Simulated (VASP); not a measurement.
Si3F4: single point with PBE

The system is Si3F4.

```xyz
7
Lattice="0.0000 3.7141 3.7141 3.7141 0.0000 3.7141 3.7141 3.7141 0.0000" Properties=species:S:1:pos:R:3 pbc="T T T"
Si    5.5712    5.5712    5.5712
Si    0.0000    0.0000    0.0000
Si    3.7141    3.7141    3.7141
F     1.4976    1.4976    1.4976
F     2.2165    2.2165    1.4976
F     2.2165    1.4976    2.2165
F     1.4976    2.2165    2.2165
```

| Property | Result |
| --- | --- |
| Program | VASP 6.6.1 |
| Task | single point |
| Functional | PBE |
| Potentials or basis | VASP PAW PBE potentials, release 64 (Si, F) |
| Cutoff | 520 eV |
| k mesh | 4 × 4 × 4 |
| Occupations | gaussian, width 0.1 eV |
| Spin | collinear spin, ferromagnetic start |
| Starting moments | [0.0, 0.0, 0.0, 1.0, 1.0, 1.0, 1.0] μB |

```json
{
  "Pressure": "281.0 GPa",
  "Largest force": "223.227 eV/Å",
  "Band gap on the k mesh": "zero (filled and empty bands overlap)",
  "Net moment": "0.01 μB per cell",
  "Valence electrons inside the program's atomic spheres": "Si 1.47, 1.48, 1.49; F 6.93"
}
```

Forces on the atoms (eV/Å):
```
Si     0.000    0.000    0.000
Si     0.000    0.000    0.000
Si     0.000    0.000    0.000
F   -128.880 -128.880 -128.880
F    128.880  128.880 -128.880
F    128.880 -128.880  128.880
F   -128.880  128.880  128.880
```

Levels at points of the mesh, in eV from the Fermi level:
Spin up:
```csv
k point,band 17,band 18,band 19,band 20,band 21,band 22,band 23,band 24
"(0.00, 0.00, 0.00)",-1.36,-1.36,-1.36,-1.10,-1.10,-1.10,0.02,0.02
"(0.50, 0.00, 0.00)",-1.97,-1.35,-1.03,-1.03,-0.72,0.29,1.99,1.99
"(0.50, 0.50, 0.00)",-1.30,-1.30,-0.45,1.13,1.22,1.22,1.85,1.85
```
Spin down:
```csv
k point,band 17,band 18,band 19,band 20,band 21,band 22,band 23,band 24
"(0.00, 0.00, 0.00)",-1.35,-1.35,-1.35,-1.10,-1.10,-1.10,0.02,0.02
"(0.50, 0.00, 0.00)",-1.97,-1.35,-1.03,-1.03,-0.72,0.30,1.99,1.99
"(0.50, 0.50, 0.00)",-1.30,-1.30,-0.44,1.14,1.22,1.22,1.85,1.85
```

It took 38 s on 1 thread of Intel(R) Xeon(R) 6975P-C (Granite Rapids) (shared host), peak memory 0.28 GiB.

Caveat: the k points lie up to 0.37 Å⁻¹ apart; the standard files for N, O and F lose accuracy on very short bonds; forces of over 1 eV/Å act on the atoms, so gaps and moduli don't describe the material at rest.
